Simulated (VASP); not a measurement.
Set up this calculation in VASP 6.6.1, as the native input.

- Task: single point
- Functional: PBE
- Potentials or basis: VASP PAW PBE potentials, release 64 (Ge_d, W_sv)
- Cutoff: 520 eV
- k mesh: 9 × 9 × 9
- Occupations: gaussian, width 0.012 eV
- Spin: no spin polarisation
- Dipole correction: no
- Further INCAR settings: ALGO = Normal; EDIFF = 1e-07; NBANDS = 21

The structure of GeW lies in POSCAR:

```
GeW
1.0
    0.0000000000      2.5776100000      2.5776100000
    2.5776100000      0.0000000000      2.5776100000
    2.5776100000      2.5776100000      0.0000000000
Ge W
1 1
Direct
    0.5000000000      0.5000000000      0.5000000000
    0.0000000000      0.0000000000      0.0000000000
```

These files were run (other wordings do the same):

INCAR

```
  ALGO = Normal
  EDIFF = 1E-7
  ENCUT = 520
  GGA = PE
  ISIF = 2
  ISMEAR = 0
  LASPH = True
  LCHARG = False
  LREAL = False
  LWAVE = False
  NBANDS = 21
  NELM = 80
  PREC = Accurate
  SIGMA = 0.012
```

KPOINTS

```
k-points
0
Gamma
  9 9 9
```

Potentials or basis: VASP PAW PBE potentials, release 64 (Ge_d, W_sv).

Command:

```console
$ cat potpaw_PBE.64/Ge_d/POTCAR potpaw_PBE.64/W_sv/POTCAR > POTCAR
$ mpirun -np 1 vasp_std > vasp.out
```

Results of the run:

```yaml
Pressure: 0.4 GPa
Band_gap_on_the_k_mesh: zero (band 14 reaches 9.59 eV, above the bottom of band 15 at 7.88 eV)
```

Caveat: spin-orbit coupling is left out, which moves the levels of the heavy elements.

It took 19 s on 1 thread of Intel Xeon 6975P-C, on a shared host, peak memory 0.17 GiB.
